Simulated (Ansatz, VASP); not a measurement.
## Two plane-wave programs on InP

```xyz
2
Lattice="0.0000 2.4085 2.4085 2.4085 0.0000 2.4085 2.4085 2.4085 0.0000" Properties=species:S:1:pos:R:3 pbc="T T T"
In    0.0000    0.0000    0.0000
P     1.2043    1.2043    1.2043
```

Change from the starting cell: volume scaled by 0.55, PAW files, core large.

Alike in both runs: task single point; functional PBEsol; k mesh 12 × 12 × 12; occupations fermi-dirac, width 0.1 eV; no spin polarisation.

```csv
,VASP,Ansatz
version,VASP 6.6.1,Ansatz 0.2.0
potentials or method,"VASP PAW PBE potentials, release 64 (In_d, P)","PAW with other files of Ansatz's library (core large), scalar-relativistic"
plane-wave cutoff (eV),520,420
valence electrons in the cell,18,18
```

```csv
,VASP,Ansatz,Ansatz less VASP
pressure (GPa),147.4,148.6,+1.14
```

VASP's potentials were made for PBE, not for PBEsol. Both programs put the cell under a high pressure, so it lies far from rest at this level. With one functional, cell and mesh, what is left measures potentials, basis and numerics. Ansatz's warnings: datasets by core.

Noted on VASP's run: the cell as given lies far from equilibrium.
